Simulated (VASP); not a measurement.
A run of VASP 6.6.1:

File INCAR:

```
SYSTEM = Pd
ALGO = Normal
EDIFF = 1E-8
ENCUT = 520
GGA = PE
ISIF = 2
ISMEAR = -1
LASPH = .True.
LCHARG = .False.
LEFG = .True.
LREAL = .False.
LWAVE = .False.
NBANDS = 11
NELM = 100
PREC = Accurate
SIGMA = 0.05
```

Contents of KPOINTS:

```
k-points
0
Gamma
  18 18 18
  0 0 0
```

The input POSCAR:

```
Pd
1.0
    0.0000000000      1.9449000000      1.9449000000
    1.9449000000      0.0000000000      1.9449000000
    1.9449000000      1.9449000000      0.0000000000
Pd
1
Direct
    0.0000000000      0.0000000000      0.0000000000
```

Potentials or basis: VASP PAW PBE potentials, release 64 (Pd).

Command:

```console
$ cat potpaw_PBE.64/Pd/POTCAR > POTCAR
$ mpirun -np 1 vasp_std > vasp.out
```

Hardware: 1 thread of AMD EPYC 7R13 (shared host).

Task: How long does it take, and how much memory?

Result: It took 59 s on 1 thread of AMD EPYC 7R13, with other jobs on the host, peak memory 0.12 GiB. Counts: scf iterations 12, k points 195.
